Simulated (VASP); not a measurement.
# BN (R3m) in VASP: a series of runs

Runs on BN. Level: PBEsol. Tasks: single point.

Everything below comes from runs of VASP 6.6.1. Logs are shortened: lines on timing, memory, paths and dates and some standing lists are left out, and cuts for length are marked.

## 1. The cell of the first run

It takes space group R3m (No. 160, trigonal). The conventional cell has a = 2.502 Å, b = 2.502 Å, c = 10.119 Å, α = 90.00°, β = 90.00°, γ = 120.00°. B (site symmetry 3m) has 3 N at 1.44 Å within 1.9 Å. N (site symmetry 3m) has 3 B at 1.44 Å within 1.9 Å.

## 2. Single point, PBEsol

INCAR reads:

```
  PREC = Accurate
  ENCUT = 600
  EDIFF = 1E-6
  ISMEAR = 0
  SIGMA = 0.01
  LREAL = F
  LASPH = T
  NELM = 120
  ALGO = Normal
  ISIF = 2
  LWAVE = F
  LCHARG = F
  GGA = PS
  NBANDS = 11
  GGA_COMPAT = F
```

KPOINTS reads:

```
Automatic mesh
0
Gamma
  4 4 4
```

POSCAR reads:

```
BN
1.0
    1.2511220000      0.7223350000      3.3729340000
   -1.2511220000      0.7223350000      3.3729340000
    0.0000000000     -1.4446710000      3.3729340000
B N
1 1
Direct
    0.9996710000      0.9996710000      0.9996710000
    0.3327620000      0.3327620000      0.3327620000
```

Potentials or basis: VASP PAW PBE potentials, release 64 (B, N).

Run with:

```bash
$ cat potpaw_PBE.64/B/POTCAR potpaw_PBE.64/N/POTCAR > POTCAR
$ mpirun -np 1 vasp_std > vasp.out
```

OUTCAR:

```text
PREC = Accurate
   ENCUT = 600
   EDIFF = 1E-6
   ISMEAR = 0
   LREAL = F
   LASPH = T
   NELM = 120
   ISIF = 2
   GGA = PS

 ion  position               nearest neighbor table
   1  1.000  1.000  1.000-   2 1.44   2 1.44   2 1.44
   2  0.333  0.333  0.333-   1 1.44   1 1.44   1 1.44

  LATTYP: Found a trigonal (rhomboedric) cell.
 ALAT       =     3.6692993717
 COS(alpha) =     0.7674785490

  Lattice vectors:

 A1 = (   1.2511220000,   0.7223350000,   3.3729340000)
 A2 = (  -1.2511220000,   0.7223350000,   3.3729340000)
 A3 = (   0.0000000000,  -1.4446710000,   3.3729340000)

Analysis of symmetry for initial positions (statically):
=====================================================================
 Subroutine PRICEL returns:
 Original cell was already a primitive cell.

 Routine SETGRP: Setting up the symmetry group for a
 trigonal (rhombohedral) supercell.

 Subroutine GETGRP returns: Found  6 space group operations
 (whereof  6 operations were pure point group operations)
 out of a pool of 12 trial point group operations.

The static configuration has the point symmetry C_3v.

Analysis of symmetry for dynamics (positions and initial velocities):
=====================================================================
 Subroutine PRICEL returns:
 Original cell was already a primitive cell.

 Routine SETGRP: Setting up the symmetry group for a
 trigonal (rhombohedral) supercell.

 Subroutine GETGRP returns: Found  6 space group operations
 (whereof  6 operations were pure point group operations)
 out of a pool of 12 trial point group operations.

The dynamic configuration has the point symmetry C_3v.

 Subroutine INISYM returns: Found  6 space group operations
 (whereof  6 operations are pure point group operations),
 and found     1 'primitive' translations

----------------------------------------------------------------------------------------

                                     Primitive cell

  volume of cell :      18.2893

  direct lattice vectors                    reciprocal lattice vectors
     1.251122000  0.722335000  3.372934000     0.399641282  0.230733094  0.098825951
    -1.251122000  0.722335000  3.372934000    -0.399641282  0.230733094  0.098825951
     0.000000000 -1.444671000  3.372934000     0.000000000 -0.461466189  0.098825883

  length of vectors
     3.669299372  3.669299372  3.669299397     0.471929533  0.471929533  0.471929654

  position of ions in fractional coordinates (direct lattice)
     0.999671000  0.999671000  0.999671000
     0.332762000  0.332762000  0.332762000

  ion indices of the primitive-cell ions
   primitive index   ion index
                 1           1
                 2           2

----------------------------------------------------------------------------------------

 KPOINTS: Automatic mesh

Automatic generation of k-mesh.
 Grid dimensions read from file:
 generate k-points for:    4    4    4

 Generating k-lattice:

  Cartesian coordinates                     Fractional coordinates (reciprocal lattice)
     0.099910320  0.057683274  0.024706488     0.250000000 -0.000000000  0.000000000
    -0.099910320  0.057683274  0.024706488    -0.000000000  0.250000000  0.000000000
     0.000000000 -0.115366547  0.024706471     0.000000000  0.000000000  0.250000000

  Length of vectors
     0.117982383  0.117982383  0.117982414

  Shift w.r.t. Gamma in fractional coordinates (k-lattice)
     0.000000000  0.000000000  0.000000000

 Subroutine IBZKPT returns following result:
 ===========================================

 Found     13 irreducible k-points:

 Following reciprocal coordinates:
            Coordinates               Weight
  0.000000  0.000000  0.000000      1.000000
  0.250000 -0.000000  0.000000      6.000000
  0.500000 -0.000000  0.000000      3.000000
  0.250000  0.250000  0.000000      6.000000
  0.500000  0.250000  0.000000     12.000000
 -0.250000  0.250000  0.000000      6.000000
  0.500000  0.500000  0.000000      3.000000
  0.250000  0.250000  0.250000      2.000000
  0.500000  0.250000  0.250000      6.000000
 -0.250000  0.250000  0.250000      6.000000
  0.500000  0.500000  0.250000      6.000000
 -0.250000  0.500000  0.250000      6.000000
  0.500000  0.500000  0.500000      1.000000
   k-points           NKPTS =     13   k-points in BZ     NKDIM =     13   number of bands    NBANDS=     11
   number of dos      NEDOS =    301   number of ions     NIONS =      2
   total plane-waves  NPLWV =  27000
   dimension x,y,z NGX =    30 NGY =   30 NGZ =   30
   dimension x,y,z NGXF=    60 NGYF=   60 NGZF=   60
   ions per type =               1   1
   NGX,Y,Z   is equivalent  to a cutoff of  13.59, 13.59, 13.59 a.u.
   NGXF,Y,Z  is equivalent  to a cutoff of  27.18, 27.18, 27.18 a.u.
 SYSTEM =  unknown system
   PREC   = accura    normal or accurate (medium, high low for compatibility)
   ISTART =      0    job   : 0-new  1-cont  2-samecut
   ICHARG =      2    charge: 1-file 2-atom 10-const
   ISPIN  =      1    spin polarized calculation?
   LNONCOLLINEAR =      F non collinear calculations
   LSORBIT =      F    spin-orbit coupling
   LASPH  =      T    aspherical Exc in radial PAW
   ENCUT  =  600.0 eV  44.10 Ry    6.64 a.u.   7.33  7.33  7.33*2*pi/ulx,y,z
   NELM   =    120;   NELMIN=  2; NELMDL= -5     # of ELM steps
   EDIFF  = 0.1E-05   stopping-criterion for ELM
   LREAL  =      F    real-space projection
   EDIFFG = 0.1E-04   stopping-criterion for IOM
   NSW    =      0    number of steps for IOM
   IBRION =     -1    ionic relax: 0-MD 1-quasi-New 2-CG
   NFREE  =      0    steps in history (QN), initial steepest desc. (CG)
   ISIF   =      2    stress and relaxation
   ISYM   =      2    0-nonsym 1-usesym 2-fastsym
   POTIM  = 0.5000    time-step for ionic-motion
   TEBEG  =    0.0;   TEEND  =   0.0 temperature during run
   PSTRESS=    0.0 pullay stress
   NELECT =       8.0000    total number of electrons
   NUPDOWN=      -1.0000    fix difference up-down
   EMIN   =  10.00;   EMAX   =-10.00  energy-range for DOS
   EFERMI =   0.00;   METHOD = LEGACY
   ISMEAR =     0;   SIGMA  =   0.01  broadening in eV -4-tet -1-fermi 0-gaus
   EFERMI_NEDOS =   21; number of points for ismear=-14 and -15
   IALGO  =     38    algorithm
   IMIX   =      4    mixing-type and parameters
     AMIX     =   0.40;   BMIX     =  1.00
     AMIX_MAG =   1.60;   BMIX_MAG =  1.00
  volume/ion in A,a.u.               =       9.14        61.71
  Fermi-wavevector in a.u.,A,eV,Ry     =   1.242717  2.348395 21.012102  1.544346
  Thomas-Fermi vector in A             =   2.377059
   LORBIT       =      0    0 simple, 1 ext, 2 COOP (PROOUT), +10 PAW based schemes
   GGA     = PS    functional components
   LHFCALC =     F    Hartree Fock is set to
   AEXX    =    0.0000 exact exchange contribution
   IVDW    =     0    specifies the selected vdW correction
   LEPSILON=     F    determine dielectric tensor
   LRPA    =     F    only Hartree local field effects (RPA)
 non-spin polarized calculation
 Gauss-broadening in eV      SIGMA  =   0.01
  energy-cutoff  :      600.00
  volume of cell :       18.29
 maximum number of plane-waves:       620
 NGX is ok and might be reduce to    30
   NGX = 15   NGY = 15   NGZ = 15

 number of electron       8.0000000 magnetization

 Free energy of the ion-electron system (eV)
  ---------------------------------------------------
  ext. energy  EPLUGINS =         0.00000000
  ---------------------------------------------------
  free energy    TOTEN  =       -18.27114246 eV

  energy without entropy =      -18.27114246  energy(sigma->0) =      -18.27114246

 E-fermi :   1.5799     XC(G=0): -10.2083

 val. band max:        1.4958750180   @ k =  -0.2500   0.2500   0.0000
 cond. band min:       6.2278856163   @ k =   0.5000   0.5000   0.0000
 fundamental gap:      4.7320105982
 Fermi energy:         1.5799054963

 k-point     1 :       0.0000    0.0000    0.0000
  band No.  band energies     occupation
      1     -15.6862      2.00000
      2      -2.1563      2.00000
      3       0.7927      2.00000
      4       0.7927      2.00000
      5       7.0173      0.00000
      6      13.6944      0.00000
      7      13.6944      0.00000
      8      15.1672      0.00000
      9      16.7718      0.00000
     10      27.7358      0.00000
     11      29.7609      0.00000

 k-point     2 :       0.2500   -0.0000    0.0000
  band No.  band energies     occupation
      1     -14.4903      2.00000
      2      -3.0175      2.00000
      3      -0.8481      2.00000
      4      -0.8275      2.00000
      5       9.0627      0.00000
      6      11.7312      0.00000
      7      13.3780      0.00000
      8      18.1951      0.00000
      9      19.3333      0.00000
     10      22.8839      0.00000
     11      25.8089      0.00000

 k-point     3 :       0.5000   -0.0000    0.0000
  band No.  band energies     occupation
      1     -12.4662      2.00000
      2      -6.8901      2.00000
      3      -2.0074      2.00000
      4       1.4440      2.00000
      5       7.2644      0.00000
      6      11.9084      0.00000
      7      14.9157      0.00000
      8      16.8993      0.00000
      9      21.8191      0.00000
     10      23.6928      0.00000
     11      24.0324      0.00000
[... 113 lines left out ...]
 k-point    12 :      -0.2500    0.5000    0.2500
  band No.  band energies     occupation
      1     -12.4927      2.00000
      2      -5.5145      2.00000
      3      -3.8165      2.00000
      4       0.3604      2.00000
      5       7.7805      0.00000
      6      15.1989      0.00000
      7      15.7866      0.00000
      8      16.9406      0.00000
      9      21.3490      0.00000
     10      22.3607      0.00000
     11      24.2826      0.00000

 k-point    13 :       0.5000    0.5000    0.5000
  band No.  band energies     occupation
      1     -15.4189      2.00000
      2      -4.1598      2.00000
      3       0.7753      2.00000
      4       0.7753      2.00000
      5      12.0224      0.00000
      6      13.6227      0.00000
      7      13.6227      0.00000
      8      14.2818      0.00000
      9      18.2972      0.00000
     10      23.4695      0.00000
     11      27.3376      0.00000

------------------------ aborting loop because EDIFF is reached ----------------------------------------

  FORCE on cell =-STRESS in cart. coord.  units (eV):
  Direction    XX          YY          ZZ          XY          YZ          ZX
  --------------------------------------------------------------------------------------
  -------------------------------------------------------------------------------------
  Total        0.1127710      0.1127709      0.0203380      0.0000000     -0.0000000      0.0000000
  in kB        9.8789394      9.8789315      1.7816429      0.0000000     -0.0000002      0.0000000
  external PRESSURE =       7.1798379 kB  Pullay stress =       0.0000000 kB

 VOLUME and BASIS-vectors are now :
 -----------------------------------------------------------------------------
  energy-cutoff  :      600.00
  volume of cell :       18.29
      direct lattice vectors                 reciprocal lattice vectors
     1.251122000  0.722335000  3.372934000     0.399641282  0.230733094  0.098825951
    -1.251122000  0.722335000  3.372934000    -0.399641282  0.230733094  0.098825951
     0.000000000 -1.444671000  3.372934000     0.000000000 -0.461466189  0.098825883

 POSITION                                       TOTAL-FORCE (eV/Angst)
 -----------------------------------------------------------------------------------
      0.00000     -0.00000     10.11547         0.000000      0.000000     -0.007716
      0.00000     -0.00000      3.36715         0.000000     -0.000000      0.007716
 -----------------------------------------------------------------------------------
    total drift:                               -0.000000      0.000022      0.000074

  FREE ENERGIE OF THE ION-ELECTRON SYSTEM (eV)
  ---------------------------------------------------
  free  energy   TOTEN  =       -18.2711424639 eV

  energy  without entropy=      -18.2711424639  energy(sigma->0) =      -18.27114246
```

It took 3 s on 1 thread of Intel Xeon 6975P-C (Granite Rapids), shared host; peak memory 0.15 GiB.

Results:

```
Free energy            : -18.2711 eV
Pressure               : 0.7 GPa
Largest force          : 0.008 eV/Å
Band gap on the k mesh : 4.73 eV, indirect (least direct gap 5.37 eV)
```

Forces on the atoms (eV/Å):
```
B    0.000  0.000 -0.008
N    0.000  0.000  0.008
```

Caveat: the k points lie up to 0.74 Å⁻¹ apart; the PAW data sets were made with another functional, which shifts forces and pressure a little.

[end of part 1 of 3]
